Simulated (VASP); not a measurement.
Wanted: the native input for a VASP 6.6.1 run.

* Task: single point
* Functional: PBE
* Potentials or basis: VASP PAW PBE potentials, release 64 (Ti_sv, O)
* Cutoff: 520 eV
* k mesh: 6 × 6 × 6
* Occupations: gaussian, width 0.05 eV
* Spin: no spin polarisation
* Hubbard terms: Ti d U = 4.0 eV
* Dipole correction: no
* Further INCAR settings: ALGO = Normal; EDIFF = 1e-06; NBANDS = 33

The structure of TiO2 lies in POSCAR:

```
TiO2
1.0
    2.6992577421     -2.6993327510     -0.0201419663
    2.6992577421      2.6993327510     -0.0201419663
   -2.6626393613      0.0000000000      4.9098560589
Ti O
2 4
Direct
    0.1250069486      0.8749930514      0.2500000000
    0.8749930514      0.1250069486      0.7500000000
    0.3148847788      0.0649080541      0.6297792795
    0.6851152212      0.9350919459      0.3702207205
    0.9350919459      0.6851152212      0.8702207205
    0.0649080541      0.3148847788      0.1297792795
```

This cell differs from its parent crystal: atoms shifted along a free coordinate.

These files were run (other wordings do the same):

INCAR

```
ALGO = Normal
EDIFF = 1E-6
ENCUT = 520
GGA = PE
ISIF = 2
ISMEAR = 0
LASPH = True
LCHARG = True
LDAU = True
LDAUJ = 0 0
LDAUL = 2 -1
LDAUPRINT = 1
LDAUTYPE = 2
LDAUU = 4 0
LELF = True
LMAXMIX = 4
LREAL = False
LVHAR = True
LWAVE = False
NBANDS = 33
NELM = 150
PREC = Accurate
SIGMA = 0.05
```

KPOINTS

```
k-points
0
Gamma
  6 6 6
```

Potentials or basis: VASP PAW PBE potentials, release 64 (Ti_sv, O).

Run with:

```sh
$ cat potpaw_PBE.64/Ti_sv/POTCAR potpaw_PBE.64/O/POTCAR > POTCAR
$ mpirun -np 1 vasp_std > vasp.out
```

Results of the run:

| Quantity | Value |
| --- | --- |
| Pressure | 16.8 GPa |
| Largest force | 3.518 eV/Å |
| Band gap on the k mesh | 2.77 eV (least direct gap 3.00 eV) |

Caveat: the cell differs from its parent crystal (atoms shifted along a free coordinate); the stress differs along the axes, from 6 to 39 GPa; forces of over 1 eV/Å act on the atoms, so gaps and moduli don't describe the material at rest.

It took 5.5 min on 1 thread of Intel Xeon 8259CL, on a shared host, peak memory 0.23 GiB.
